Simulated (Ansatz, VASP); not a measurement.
# Two plane-wave programs on CuO

```
Cu O
1.0
     2.09288   -2.09167    0.16582
     2.09288    2.09167    0.16582
    -0.40830    0.00000    5.15727
Cu O
2 2
Direct
  0.00000 0.50000 0.00000
  0.50000 0.00000 0.50000
  0.49999 0.50001 0.25000
  0.50001 0.49999 0.75000
```

Alike in both runs: functional PBE; k mesh 14 × 14 × 8; occupations gaussian, width 0.1 eV; no spin polarisation; Hubbard terms Cu d U = 4.0 eV.

Ansatz relaxed the structure, and its values are those at the end. VASP's run is a single point on that final structure, the one shown.

|  | VASP | Ansatz |
| --- | --- | --- |
| version | VASP 6.6.1 | Ansatz 0.2.0 |
| potentials or method | VASP PAW PBE potentials, release 64 (Cu, O), cutoff 520 eV | scalar-relativistic, plane waves, PAW |
| valence electrons in the cell | 34 | 50 |

```csv
,VASP,Ansatz,Ansatz less VASP
gap on the k mesh at the Fermi level (eV),none,none,-
pressure (GPa),-3.2,0.0,+3.18
```

The programs project onto different local orbitals, so the same U acts differently, and such runs can settle in different states. A gap of «none» marks a metal or a gap that the smearing closes. VASP's potentials hold 34 valence electrons a cell and Ansatz's 50, so a difference there can come from the potentials and not from the codes. Ansatz's warnings: filled band counts differ across k points.
